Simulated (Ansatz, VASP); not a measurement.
**One calculation of Li3Ga2Sb3, two programs**

```xyz
8
Lattice="5.6637 0.0000 0.0000 0.0000 5.6637 0.0000 0.0000 0.0000 5.6637" Properties=species:S:1:pos:R:3 pbc="T T T"
Li    0.0000    2.8319    2.8319
Li    2.8319    0.0000    2.8319
Li    2.8319    2.8319    0.0000
Ga    0.0000    0.0000    0.0000
Ga    2.8319    2.8319    2.8319
Sb    2.8319    0.0000    0.0000
Sb    0.0000    2.8319    0.0000
Sb    0.0000    0.0000    2.8319
```

Alike in both runs: task relaxation of cell and atoms; functional PBE; k mesh 8 × 8 × 8; occupations gaussian, width 0.1 eV; no spin polarisation.

```csv
,VASP,Ansatz
version,VASP 6.6.1,Ansatz 0.2.0
potentials or method,"VASP PAW PBE potentials, release 64 (Li_sv, Ga_d, Sb), cutoff 600 eV","scalar-relativistic, plane waves, PAW"
valence electrons in the cell,50,80
```

|  | VASP | Ansatz | Ansatz less VASP |
| --- | --- | --- | --- |
| gap on the k mesh at the Fermi level, each at its own relaxed structure (eV) | none | none | - |
| relaxed volume (Å³/atom) | 22.76 | 22.79 | +0.036 |
| relaxed cell length with the largest relative difference (Å) | 5.668 | 5.671 | +0.0030 |

A gap of «none» marks a metal or a gap that the smearing closes. VASP's potentials hold 50 valence electrons a cell and Ansatz's 80, so a difference there can come from the potentials and not from the codes.

Spin-orbit coupling is off throughout. Noted on VASP's run: the cutoff is short for stress, so the pressure is rough.
